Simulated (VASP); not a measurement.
# BaMg2Sb2 (P-3m1) in VASP: a series of runs, part 2 of 2

VASP 6.6.1. The steps go on from the part before.

## Step 5: Relaxation of cell and atoms, LDA, target pressure 6 GPa, at which the enthalpy is minimised

File INCAR:

```
SYSTEM = BaMg2Sb2
PREC = Accurate
ENCUT = 600
EDIFF = 1E-6
ISMEAR = 0
SIGMA = 0.01
LREAL = .FALSE.
LASPH = .TRUE.
NELM = 60
ALGO = Normal
ISIF = 3
LWAVE = .FALSE.
LCHARG = .FALSE.
IBRION = 2
NSW = 80
EDIFFG = -0.05
PSTRESS = 60.0
```

File KPOINTS:

```
regular mesh
0
G
  6 6 2
  0 0 0
```

File POSCAR:

```
BaMg2Sb2
1.0
    4.7700000000      0.0000000000      0.0000000000
   -2.3850000000      4.1309411800      0.0000000000
    0.0000000000      0.0000000000      8.1000000000
Ba Mg Sb
1 2 2
Direct
    0.0000000000      0.0000000000      0.0000000000
    0.3333333325      0.6666666651      0.6247000000
    0.6666666663      0.3333333325      0.3753000000
    0.3333333325      0.6666666651      0.2680000000
    0.6666666663      0.3333333325      0.7320000000
```

Run with:

```sh
$ cat potpaw_LDA.64/Ba_sv/POTCAR potpaw_LDA.64/Mg/POTCAR potpaw_LDA.64/Sb/POTCAR > POTCAR
$ mpirun -np 1 vasp_std > vasp.out
```

Run time: 1.9 min. Hardware: 1 thread of Intel Xeon 6975P-C (Granite Rapids), shared host; peak memory 0.31 GiB.

Results (log left out):

```
Free energy                                            : -19.2514 eV
Relaxed volume                                         : 27.52 Å³/atom
Relaxed cell                                           : a = 4.556 Å, b = 4.556 Å, c = 7.655 Å, α = 90.00°, β = 90.00°, γ = 120.00°
Space group after relaxing (to 0.05 Å)                 : P-3m1 (No. 164)
Energy change on relaxing (the enthalpy is what falls) : +50.0 meV/atom
Ionic steps                                            : 9
Pressure after relaxing                                : 6.1 GPa
Largest force after relaxing                           : 0.029 eV/Å
Band gap on the k mesh                                 : 0.56 eV, indirect (least direct gap 1.32 eV)
```

Forces in eV/Å, atoms in the order of the input:
```
Ba   0.000  0.000  0.000
Mg   0.000  0.000  0.029
Mg   0.000  0.000 -0.029
Sb   0.000  0.000 -0.014
Sb   0.000  0.000  0.014
```

Stress tensor (GPa, compression positive):
```
6.03 0.00 0.00
0.00 6.03 0.00
0.00 0.00 6.17
```

Step by step:
```
step  energy change (eV)  largest force (eV/Å)  pressure (GPa)  volume (Å³)
   1              0.0000                0.0232           -1.46       159.61
   2              0.8282                0.5607           12.27       127.66
   3              0.2396                0.3401            5.96       138.24
   4              0.2550                0.3478            6.16       137.84
   5              0.2544                0.1932            6.18       137.62
   6              0.2596                0.0412            6.21       137.41
   7              0.2296                0.0082            5.82       138.14
   8              0.2253                0.0033            5.75       138.25
   9              0.2499                0.0293            6.08       137.58
```

Final structure:
```
Ba Mg Sb
1.0
     4.55559    0.00000    0.00000
    -2.27780    3.94526    0.00000
     0.00000    0.00000    7.65486
Ba Mg Sb
1 2 2
Direct
  0.00000 0.00000 0.00000
  0.33333 0.66667 0.62548
  0.66667 0.33333 0.37452
  0.33333 0.66667 0.26239
  0.66667 0.33333 0.73761
```

Levels at points of the mesh, in eV from the valence-band top:
```
           k point  band 9  band 10  band 11  band 12  band 13  band 14  band 15  band 16
(0.00, 0.00, 0.00)   -1.30    -0.04    -0.04     0.00     1.69     1.78     2.46     2.55
(0.50, 0.00, 0.00)   -1.92    -1.66    -1.52    -1.36     0.56     2.90     3.30     4.11
(0.00, 0.00, 0.50)   -0.96    -0.96    -0.64    -0.64     1.60     2.30     2.30     2.63
(0.50, 0.00, 0.50)   -2.16    -2.01    -0.62    -0.60     0.72     1.61     3.03     3.25
```

Caveat: the cell is relaxed towards a set pressure, so the enthalpy falls and the energy may rise; spin-orbit coupling is left out, which moves the levels of the heavy elements; the relaxation stopped at a loose force limit of 0.05 eV/Å, so its end isn't a converged minimum.

## Step 6: Relaxation of cell and atoms, LDA, target pressure 8 GPa, at which the enthalpy is minimised

File INCAR:

```
SYSTEM = BaMg2Sb2
PREC = Accurate ; ENCUT = 600
EDIFF = 1E-6 ; ISMEAR = 0
SIGMA = 0.01 ; LREAL = .FALSE.
LASPH = .TRUE. ; NELM = 100
ALGO = Normal ; ISIF = 3
LWAVE = .FALSE. ; LCHARG = .FALSE.
GGA = CA ; IBRION = 2
NSW = 80 ; EDIFFG = -0.05
PSTRESS = 80.0
```

KPOINTS is that of step 5.

POSCAR is that of step 5.

Potentials or basis: VASP PAW LDA potentials, release 64 (Ba_sv, Mg, Sb).

Run with:

```sh
$ cat potpaw_LDA.64/Ba_sv/POTCAR potpaw_LDA.64/Mg/POTCAR potpaw_LDA.64/Sb/POTCAR > POTCAR
$ mpirun -np 1 vasp_std > vasp.out
```

Wall time 2.1 min (1 thread of Intel Xeon 6975P-C (Granite Rapids), shared host); peak memory 0.31 GiB.

It converged, with:

| Property | Result |
| --- | --- |
| Free energy | -19.0913 eV |
| Relaxed volume | 26.78 Å³/atom |
| Relaxed cell | a = 4.515 Å, b = 4.515 Å, c = 7.587 Å, α = 90.00°, β = 90.00°, γ = 120.00° |
| Space group after relaxing (to 0.05 Å) | P-3m1 (No. 164) |
| Energy change on relaxing (the enthalpy is what falls) | +82.0 meV/atom |
| Ionic steps | 10 |
| Pressure after relaxing | 8.0 GPa |
| Largest force after relaxing | 0.026 eV/Å |
| Band gap on the k mesh | 0.52 eV, indirect (least direct gap 1.26 eV) |

Forces on the atoms (eV/Å):
```
Ba   0.000  0.000  0.000
Mg   0.000  0.000  0.026
Mg   0.000  0.000 -0.026
Sb   0.000  0.000 -0.011
Sb   0.000  0.000  0.011
```

The path:
| step | energy change (eV) | largest force (eV/Å) | pressure (GPa) | volume (Å³) |
| --- | --- | --- | --- | --- |
| 1 | 0.0000 | 0.0232 | -1.46 | 159.61 |
| 2 | 1.5708 | 0.7613 | 18.68 | 119.89 |
| 3 | 0.3952 | 0.4108 | 7.85 | 134.63 |
| 4 | 0.4186 | 0.4202 | 8.12 | 134.16 |
| 5 | 0.4180 | 0.2221 | 8.14 | 133.92 |
| 6 | 0.4246 | 0.0568 | 8.17 | 133.72 |
| 7 | 0.3941 | 0.0200 | 7.82 | 134.26 |
| 8 | 0.3835 | 0.0067 | 7.70 | 134.47 |
| 9 | 0.4276 | 0.0385 | 8.19 | 133.58 |
| 10 | 0.4100 | 0.0258 | 7.99 | 133.92 |

Final structure:
```
Ba Mg Sb
1.0
     4.51480    0.00000    0.00000
    -2.25740    3.90993    0.00000
     0.00000    0.00000    7.58652
Ba Mg Sb
1 2 2
Direct
  0.00000 0.00000 0.00000
  0.33333 0.66667 0.62552
  0.66667 0.33333 0.37448
  0.33333 0.66667 0.26160
  0.66667 0.33333 0.73840
```

Levels at points of the mesh, in eV from the valence-band top:
```
           k point  band 10  band 11  band 12  band 13  band 14  band 15
(0.00, 0.00, 0.00)    -0.05    -0.05     0.00     1.68     1.85     2.54
(0.50, 0.00, 0.00)    -1.67    -1.55    -1.42     0.52     2.93     3.35
(0.00, 0.00, 0.50)    -1.02    -0.66    -0.66     1.66     2.28     2.28
(0.50, 0.00, 0.50)    -2.08    -0.63    -0.60     0.66     1.59     3.12
```

Caveat: the cell is relaxed towards a set pressure, so the enthalpy falls and the energy may rise; the volume moved by over 15 % at a fixed basis, so the end points are rough; spin-orbit coupling is left out, which moves the levels of the heavy elements; the relaxation stopped at a loose force limit of 0.05 eV/Å, so its end isn't a converged minimum.

## Step 7: Overview

```csv
cell,gap on the mesh (eV),pressure (GPa),largest force (eV/Å)
relaxed,0.72,0.0,0.01
relaxed to 2 GPa,0.67,2.0,0.02
relaxed to 4 GPa,0.63,4.0,0.01
relaxed to 6 GPa,0.56,6.1,0.03
relaxed to 8 GPa,0.52,8.0,0.03
```

Alike in all rows: task relaxation of cell and atoms; level LDA; potentials or basis VASP PAW LDA potentials, release 64 (Ba_sv, Mg, Sb); no spin polarisation; k mesh 6 × 6 × 2; cutoff (eV) 600; smearing gaussian 0.01 eV.

Caveats: spin-orbit coupling is left out, which moves the levels of the heavy elements; the relaxation stopped at a loose force limit of 0.05 eV/Å, so its end isn't a converged minimum; the cell is relaxed towards a set pressure, so the enthalpy falls and the energy may rise (some runs); the volume moved by over 15 % at a fixed basis, so the end points are rough (some runs).

Absolute energies hang on the potentials; compare differences alone.
